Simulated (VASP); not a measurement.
# CaO (Cmcm) in VASP: a series of runs

CaO is run at these levels: PBE; tasks: single point.

Everything below comes from runs of VASP 6.6.1. Logs are shortened: lines on timing, memory, paths and dates and some standing lists are left out, and cuts for length are marked.

## Step 1: The cell of the first run

It takes space group Cmcm (No. 63, orthorhombic). The conventional cell has a = 3.831 Å, b = 7.145 Å, c = 4.872 Å, α = 90.00°, β = 90.00°, γ = 90.00°. Within 3.0 Å of Ca (site symmetry m2m) lie 5 O at 2.26 to 2.44 Å. Within 3.0 Å of O (site symmetry m2m) lie 5 Ca at 2.26 to 2.44 Å.

## Step 2: Single point, PBE

Contents of INCAR:

```
PREC = Accurate ; ENCUT = 520
EDIFF = 1E-6 ; ISMEAR = 0
SIGMA = 0.05 ; LREAL = F
LASPH = T ; NELM = 100
ALGO = Normal ; ISIF = 2
LWAVE = F ; LCHARG = F
GGA = PE ; NBANDS = 24
```

Contents of KPOINTS:

```
regular mesh
0
Gamma
  9 9 6
```

Contents of POSCAR:

```
CaO
1.0
    3.8310713884      0.0000000000      0.0000000000
   -1.9155356942      3.5723673138      0.0000000000
    0.0000000000      0.0000000000      4.8717016612
Ca O
2 2
Direct
    0.3333333333      0.6666666667      0.7500000000
    0.6666666667      0.3333333333      0.2500000000
    0.3333333333      0.6666666667      0.2500000000
    0.6666666667      0.3333333333      0.7500000000
```

Potentials or basis: VASP PAW PBE potentials, release 64 (Ca_sv, O).

Started as:

```bash
> cat potpaw_PBE.64/Ca_sv/POTCAR potpaw_PBE.64/O/POTCAR > POTCAR
> mpirun -np 1 vasp_std > vasp.out
```

OUTCAR:

```text
PREC = Accurate
   ENCUT = 520
   EDIFF = 1E-6
   ISMEAR = 0
   LREAL = F
   LASPH = T
   NELM = 100
   ISIF = 2
   GGA = PE

 ion  position               nearest neighbor table
   1  0.333  0.667  0.750-   4 2.26   4 2.26   4 2.38   3 2.44   3 2.44
   2  0.667  0.333  0.250-   3 2.26   3 2.26   3 2.38   4 2.44   4 2.44
   3  0.333  0.667  0.250-   2 2.26   2 2.26   2 2.38   1 2.44   1 2.44
   4  0.667  0.333  0.750-   1 2.26   1 2.26   1 2.38   2 2.44   2 2.44

  LATTYP: Found a base centered orthorhombic cell.
 ALAT       =     3.8310713884
 B/A-ratio  =     1.8649442684
 C/A-ratio  =     1.2716290477

  Lattice vectors:

 A1 = (   1.9155356942,  -3.5723673138,   0.0000000000)
 A2 = (   1.9155356942,   3.5723673138,   0.0000000000)
 A3 = (   0.0000000000,   0.0000000000,   4.8717016612)

Analysis of symmetry for initial positions (statically):
=====================================================================
 Subroutine PRICEL returns:
 Original cell was already a primitive cell.

 Routine SETGRP: Setting up the symmetry group for a
 base centered orthorhombic supercell.

 Subroutine GETGRP returns: Found  8 space group operations
 (whereof  4 operations were pure point group operations)
 out of a pool of  8 trial point group operations.

The static configuration has the point symmetry C_2h.
 The point group associated with its full space group is D_2h.

Analysis of symmetry for dynamics (positions and initial velocities):
=====================================================================
 Subroutine PRICEL returns:
 Original cell was already a primitive cell.

 Routine SETGRP: Setting up the symmetry group for a
 base centered orthorhombic supercell.

 Subroutine GETGRP returns: Found  8 space group operations
 (whereof  4 operations were pure point group operations)
 out of a pool of  8 trial point group operations.

The dynamic configuration has the point symmetry C_2h.
 The point group associated with its full space group is D_2h.

 Subroutine INISYM returns: Found  8 space group operations
 (whereof  4 operations are pure point group operations),
 and found     1 'primitive' translations

----------------------------------------------------------------------------------------

                                     Primitive cell

  volume of cell :      66.6741

  direct lattice vectors                    reciprocal lattice vectors
     3.831071388  0.000000000  0.000000000     0.261023588  0.139963211  0.000000000
    -1.915535694  3.572367314  0.000000000     0.000000000  0.279926422  0.000000000
     0.000000000  0.000000000  4.871701661     0.000000000  0.000000000  0.205267085

  length of vectors
     3.831071388  4.053527503  4.871701661     0.296180712  0.279926422  0.205267085

  position of ions in fractional coordinates (direct lattice)
     0.333333333  0.666666667  0.750000000
     0.666666667  0.333333333  0.250000000
     0.333333333  0.666666667  0.250000000
     0.666666667  0.333333333  0.750000000

  ion indices of the primitive-cell ions
   primitive index   ion index
                 1           1
                 2           2
                 3           3
                 4           4

----------------------------------------------------------------------------------------

 KPOINTS: regular mesh

Automatic generation of k-mesh.
 Grid dimensions read from file:
 generate k-points for:    9    9    6

 Generating k-lattice:

  Cartesian coordinates                     Fractional coordinates (reciprocal lattice)
     0.029002621  0.015551468  0.000000000     0.111111111  0.000000000  0.000000000
     0.000000000  0.031102936  0.000000000     0.000000000  0.111111111  0.000000000
     0.000000000  0.000000000  0.034211181     0.000000000  0.000000000  0.166666667

  Length of vectors
     0.032908968  0.031102936  0.034211181

  Shift w.r.t. Gamma in fractional coordinates (k-lattice)
     0.000000000  0.000000000  0.000000000

 Subroutine IBZKPT returns following result:
 ===========================================

 Found    100 irreducible k-points:

 Following reciprocal coordinates:
            Coordinates               Weight
  0.000000  0.000000  0.000000      1.000000
  0.111111  0.000000  0.000000      4.000000
  0.222222  0.000000  0.000000      4.000000
  0.333333  0.000000  0.000000      4.000000
  0.444444  0.000000  0.000000      4.000000
  0.000000  0.111111  0.000000      2.000000
[... 16 lines left out ...]
  0.333333  0.333333  0.000000      2.000000
  0.000000  0.444444  0.000000      2.000000
 [... further k-points ...]
   k-points           NKPTS =    100   k-points in BZ     NKDIM =    100   number of bands    NBANDS=     24
   number of dos      NEDOS =    301   number of ions     NIONS =      4
   total plane-waves  NPLWV =  30240
   dimension x,y,z NGX =    28 NGY =   30 NGZ =   36
   dimension x,y,z NGXF=    56 NGYF=   60 NGZF=   72
   ions per type =               2   2
   NGX,Y,Z   is equivalent  to a cutoff of  12.15, 12.30, 12.28 a.u.
   NGXF,Y,Z  is equivalent  to a cutoff of  24.30, 24.61, 24.57 a.u.
 SYSTEM =  unknown system
   PREC   = accura    normal or accurate (medium, high low for compatibility)
   ISTART =      0    job   : 0-new  1-cont  2-samecut
   ICHARG =      2    charge: 1-file 2-atom 10-const
   ISPIN  =      1    spin polarized calculation?
   LNONCOLLINEAR =      F non collinear calculations
   LSORBIT =      F    spin-orbit coupling
   LASPH  =      T    aspherical Exc in radial PAW
   ENCUT  =  520.0 eV  38.22 Ry    6.18 a.u.   7.12  7.54  9.06*2*pi/ulx,y,z
   NELM   =    100;   NELMIN=  2; NELMDL= -5     # of ELM steps
   EDIFF  = 0.1E-05   stopping-criterion for ELM
   LREAL  =      F    real-space projection
   EDIFFG = 0.1E-04   stopping-criterion for IOM
   NSW    =      0    number of steps for IOM
   IBRION =     -1    ionic relax: 0-MD 1-quasi-New 2-CG
   NFREE  =      0    steps in history (QN), initial steepest desc. (CG)
   ISIF   =      2    stress and relaxation
   ISYM   =      2    0-nonsym 1-usesym 2-fastsym
   POTIM  = 0.5000    time-step for ionic-motion
   TEBEG  =    0.0;   TEEND  =   0.0 temperature during run
   PSTRESS=    0.0 pullay stress
   NELECT =      32.0000    total number of electrons
   NUPDOWN=      -1.0000    fix difference up-down
   EMIN   =  10.00;   EMAX   =-10.00  energy-range for DOS
   EFERMI =   0.00;   METHOD = LEGACY
   ISMEAR =     0;   SIGMA  =   0.05  broadening in eV -4-tet -1-fermi 0-gaus
   EFERMI_NEDOS =   21; number of points for ismear=-14 and -15
   IALGO  =     38    algorithm
   IMIX   =      4    mixing-type and parameters
     AMIX     =   0.40;   BMIX     =  1.00
     AMIX_MAG =   1.60;   BMIX_MAG =  1.00
  volume/ion in A,a.u.               =      16.67       112.48
  Fermi-wavevector in a.u.,A,eV,Ry     =   1.281757  2.422170 22.353037  1.642902
  Thomas-Fermi vector in A             =   2.414109
   LORBIT       =      0    0 simple, 1 ext, 2 COOP (PROOUT), +10 PAW based schemes
   GGA     = PE    functional components
   LHFCALC =     F    Hartree Fock is set to
   AEXX    =    0.0000 exact exchange contribution
   IVDW    =     0    specifies the selected vdW correction
   LEPSILON=     F    determine dielectric tensor
   LRPA    =     F    only Hartree local field effects (RPA)
 non-spin polarized calculation
 Gauss-broadening in eV      SIGMA  =   0.05
  energy-cutoff  :      520.00
  volume of cell :       66.67
 maximum number of plane-waves:      1822
   NGX = 15   NGY = 15   NGZ = 19

 number of electron      31.9999995 magnetization

 Free energy of the ion-electron system (eV)
  ---------------------------------------------------
  ext. energy  EPLUGINS =         0.00000000
  ---------------------------------------------------
  free energy    TOTEN  =       -25.29731472 eV

  energy without entropy =      -25.29731472  energy(sigma->0) =      -25.29731472

 E-fermi :   1.5043     XC(G=0):  -9.3568

 val. band max:        1.2590440520   @ k =   0.0000   0.0000   0.0000
 cond. band min:       4.4510213684   @ k =   0.0000   0.0000   0.0000
 fundamental gap:      3.1919773164
 Fermi energy:         1.5043456122

 k-point     1 :       0.0000    0.0000    0.0000
  band No.  band energies     occupation
      1     -36.3953      2.00000
      2     -36.2757      2.00000
      3     -17.7271      2.00000
      4     -17.4856      2.00000
      5     -17.4814      2.00000
      6     -17.3158      2.00000
[... 16 lines left out ...]
     23       9.5835      0.00000
     24       9.7657      0.00000

 k-point     2 :       0.1111    0.0000    0.0000
  band No.  band energies     occupation
      1     -36.3901      2.00000
      2     -36.2772      2.00000
      3     -17.7100      2.00000
      4     -17.5419      2.00000
      5     -17.5009      2.00000
      6     -17.3669      2.00000
[... 16 lines left out ...]
     23       9.3605      0.00000
     24       9.7920      0.00000

 k-point     3 :       0.2222    0.0000    0.0000
  band No.  band energies     occupation
      1     -36.3759      2.00000
      2     -36.2820      2.00000
      3     -17.6826      2.00000
      4     -17.6620      2.00000
      5     -17.5734      2.00000
      6     -17.4771      2.00000
[... 16 lines left out ...]
     23       9.4712      0.00000
     24       9.6895      0.00000

 k-point     4 :       0.3333    0.0000    0.0000
  band No.  band energies     occupation
      1     -36.3566      2.00000
      2     -36.2907      2.00000
      3     -17.8310      2.00000
      4     -17.7110      2.00000
      5     -17.5927      2.00000
      6     -17.5248      2.00000
[... 16 lines left out ...]
     23       9.4544      0.00000
     24       9.7484      0.00000

 k-point     5 :       0.4444    0.0000    0.0000
  band No.  band energies     occupation
      1     -36.3389      2.00000
      2     -36.3013      2.00000
      3     -17.9228      2.00000
      4     -17.8010      2.00000
      5     -17.5452      2.00000
      6     -17.5248      2.00000
[... 451 lines left out ...]
 k-point    22 :       0.2222    0.3333    0.0000
  band No.  band energies     occupation
      1     -36.3413      2.00000
      2     -36.3026      2.00000
      3     -17.8349      2.00000
      4     -17.8031      2.00000
      5     -17.6170      2.00000
      6     -17.5271      2.00000
[... 16 lines left out ...]
     23       9.4989      0.00000
     24       9.7783      0.00000

 k-point    23 :       0.3333    0.3333    0.0000
  band No.  band energies     occupation
      1     -36.3256      2.00000
      2     -36.3136      2.00000
      3     -17.8657      2.00000
      4     -17.8457      2.00000
      5     -17.6303      2.00000
      6     -17.4638      2.00000
[... 16 lines left out ...]
     23       9.4179      0.00000
     24       9.8581      0.00000

 k-point    24 :       0.0000    0.4444    0.0000
  band No.  band energies     occupation
      1     -36.3543      2.00000
      2     -36.2959      2.00000
      3     -17.8493      2.00000
      4     -17.7481      2.00000
      5     -17.5751      2.00000
      6     -17.5421      2.00000
[... 16 lines left out ...]
     23       9.5826      0.00000
     24       9.6242      0.00000

 [... further k-points ...]
[... 5 lines left out ...]
  --------------------------------------------------------------------------------------
  -------------------------------------------------------------------------------------
  Total        1.9245591     -0.5103180     -0.4725868      0.0000000      0.0000000      0.0000000
  in kB       46.2471320    -12.2629357    -11.3562557      0.0000000      0.0000000      0.0000000
  external PRESSURE =       7.5426469 kB  Pullay stress =       0.0000000 kB

 VOLUME and BASIS-vectors are now :
 -----------------------------------------------------------------------------
  energy-cutoff  :      520.00
  volume of cell :       66.67
      direct lattice vectors                 reciprocal lattice vectors
     3.831071388  0.000000000  0.000000000     0.261023588  0.139963211  0.000000000
    -1.915535694  3.572367314  0.000000000     0.000000000  0.279926422  0.000000000
     0.000000000  0.000000000  4.871701661     0.000000000  0.000000000  0.205267085

 POSITION                                       TOTAL-FORCE (eV/Angst)
 -----------------------------------------------------------------------------------
     -0.00000      2.38158      3.65378        -0.000000      0.432231      0.000000
      1.91554      1.19079      1.21793         0.000000     -0.432231     -0.000000
     -0.00000      2.38158      1.21793         0.000000      0.337032     -0.000000
      1.91554      1.19079      3.65378         0.000000     -0.337032     -0.000000
 -----------------------------------------------------------------------------------
    total drift:                                0.000000     -0.000000      0.000000

  FREE ENERGIE OF THE ION-ELECTRON SYSTEM (eV)
  ---------------------------------------------------
  free  energy   TOTEN  =       -25.2973147189 eV

  energy  without entropy=      -25.2973147189  energy(sigma->0) =      -25.29731472
```

It took 63 s on 1 thread of Intel Xeon 6975P-C (Granite Rapids), shared host; peak memory 0.27 GiB.

What came out:

| Quantity | Value |
| --- | --- |
| Free energy | -25.2973 eV |
| Pressure | 0.8 GPa |
| Largest force | 0.432 eV/Å |
| Band gap on the k mesh | 3.19 eV |

Forces on the atoms (eV/Å):
```
Ca   0.000  0.432  0.000
Ca   0.000 -0.432  0.000
O    0.000  0.337  0.000
O    0.000 -0.337  0.000
```

Caveat: the cell differs from its parent crystal (strain +e along x and -e along y -0.0367, strain +e along z and -e/2 along x and y +0.0133); an odd mesh through Γ misses points on the zone boundary, where band edges can lie.

## Step 3: Single point, PBE

This run uses another cell than the first one, of the same volume but with other edges.

Contents of INCAR:

```
PREC = Accurate ; ENCUT = 520
EDIFF = 1E-6 ; ISMEAR = 0
SIGMA = 0.05 ; LREAL = False
LASPH = True ; NELM = 80
ALGO = Normal ; ISIF = 2
LWAVE = False ; LCHARG = True
GGA = PE ; LELF = True
LVHAR = True ; NBANDS = 24
```

Contents of KPOINTS:

```
Automatic mesh
0
Gamma
  9 9 6
```

Contents of POSCAR:

```
CaO
1.0
    3.9377959507      0.0000000000      0.0000000000
   -1.9688979753      3.6647934959      0.0000000000
    0.0000000000      0.0000000000      4.6154481346
Ca O
2 2
Direct
    0.3333333333      0.6666666667      0.7500000000
    0.6666666667      0.3333333333      0.2500000000
    0.3333333333      0.6666666667      0.2500000000
    0.6666666667      0.3333333333      0.7500000000
```

Potentials or basis: VASP PAW PBE potentials, release 64 (Ca_sv, O).

Started as:

```bash
> cat potpaw_PBE.64/Ca_sv/POTCAR potpaw_PBE.64/O/POTCAR > POTCAR
> mpirun -np 1 vasp_std > vasp.out
```

Wall time 81 s (1 thread of Intel Xeon 6975P-C (Granite Rapids), shared host); peak memory 0.27 GiB.

Results (log left out):

```yaml
Free_energy: -25.2420 eV
Pressure: 2.0 GPa
Largest_force: 0.339 eV/Å
Band_gap_on_the_k_mesh: 2.93 eV
```

Forces in eV/Å, atoms in the order of the input:
```
Ca   0.000  0.339  0.000
Ca   0.000 -0.339  0.000
O    0.000  0.223  0.000
O    0.000 -0.223  0.000
```

Stress tensor (GPa, compression positive):
```
 1.53  0.00  0.00
 0.00 -3.26  0.00
 0.00  0.00  7.76
```

Levels at points of the mesh, in eV from the valence-band top:
```csv
k point,band 14,band 15,band 16,band 17,band 18,band 19
"(0.00, 0.00, 0.00)",-1.13,-0.97,0.00,2.93,5.89,5.98
"(0.00, 0.00, 0.50)",-1.45,-1.33,-1.33,4.71,4.71,7.66
```

Caveat: the cell differs from its parent crystal (strain +e along x and -e along y -0.0367, strain +e along z and -e/2 along x and y -0.0400); an odd mesh through Γ misses points on the zone boundary, where band edges can lie.
